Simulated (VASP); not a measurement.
Runs of VASP 6.6.1 on BiS4. The structure is that of space group Pm-3m (No. 221), or close to it. The cells are those of the table. The cell was generated, and may not be a known phase.

```csv
task,cell,k mesh,cutoff (eV),gap on the mesh (eV),pressure (GPa),relaxed volume (Å³/atom)
relaxation of cell and atoms,"relaxed from a = 4.893 Å, 5 atoms",4 × 4 × 4,600,none,0.0,19.83
relaxation of cell and atoms,"relaxed from a = 4.632 Å, 5 atoms",8 × 8 × 8,600,none,0.0,(a)
single point,"a = 4.638 Å, 5 atoms",8 × 8 × 8,520,none,-0.2,-
single point,"a = 4.632 Å, 5 atoms",4 × 4 × 4,520,none,-0.2,-
```

Alike in all rows: level PBE; potentials or basis VASP PAW PBE potentials, release 64 (Bi_d, S); no spin polarisation; smearing gaussian 0.1 eV.

Question: Estimate the missing entries.

Answer: (a) 19.92.

Caveats: spin-orbit coupling is left out, which moves the levels of the heavy elements; the volume moved by over 15 % at a fixed basis, so the end points are rough (at least some runs).

A k mesh can miss the band edges, and the runs leave out spin-orbit coupling on Bi.

A gap of «none» marks levels without a gap at the run's occupations.
